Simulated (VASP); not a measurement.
Crystal: HfF2.

```
Hf F
1.0
     3.67062    0.00000    0.00000
     0.00000    3.67062    0.00000
     0.00000    0.00000    5.60063
Hf F
2 4
Direct
  0.00000 0.50000 0.70000
  0.50000 0.00000 0.30000
  0.00000 0.00000 0.00000
  0.50000 0.50000 0.00000
  0.00000 0.50000 0.27000
  0.50000 0.00000 0.73000
```

```yaml
Program: VASP 6.6.1
Task: relaxation of cell and atoms
Functional: PBE
Potentials_or_basis: VASP PAW PBE potentials, release 64 (Hf_pv, F)
Cutoff: 600 eV
k_mesh: 6 × 6 × 4
Occupations: gaussian, width 0.1 eV
Spin: no spin polarisation
```

At the start: pressure -11.6 GPa; volume 12.58 Å³/atom.

How do energy, volume and symmetry change on relaxing?

Over 8 steps the energy falls by 79.5 meV/atom and the volume is 11.56 Å³/atom (-8.1 %); space group P4/nmm (No. 129, to 0.1 Å) before and after.

Step by step:
| step | energy change (eV) | largest force (eV/Å) | pressure (GPa) | volume (Å³) |
| --- | --- | --- | --- | --- |
| 1 | 0.0000 | 1.1427 | -11.62 | 75.46 |
| 2 | -0.3487 | 0.6242 | 7.08 | 65.93 |
| 3 | -0.3779 | 0.7913 | 2.18 | 67.79 |
| 4 | -0.4567 | 0.3409 | 2.10 | 68.08 |
| 5 | -0.4616 | 0.2736 | 2.28 | 68.17 |
| 6 | -0.4741 | 0.1071 | -1.15 | 69.85 |
| 7 | -0.4748 | 0.1177 | -0.46 | 69.51 |
| 8 | -0.4770 | 0.0158 | 0.00 | 69.38 |

Final structure:
```yaml
crystal:
  lattice:
    - [3.58164, 0.00000, 0.00000]
    - [0.00000, 3.58164, 0.00000]
    - [0.00000, 0.00000, 5.40842]
  atoms:
    - { symbol: Hf, position: [0.00000, 0.50000, 0.68951] }
    - { symbol: Hf, position: [0.50000, 0.00000, 0.31049] }
    - { symbol: F, position: [0.00000, 0.00000, 0.00000] }
    - { symbol: F, position: [0.50000, 0.50000, 0.00000] }
    - { symbol: F, position: [0.00000, 0.50000, 0.29179] }
    - { symbol: F, position: [0.50000, 0.00000, 0.70821] }
```
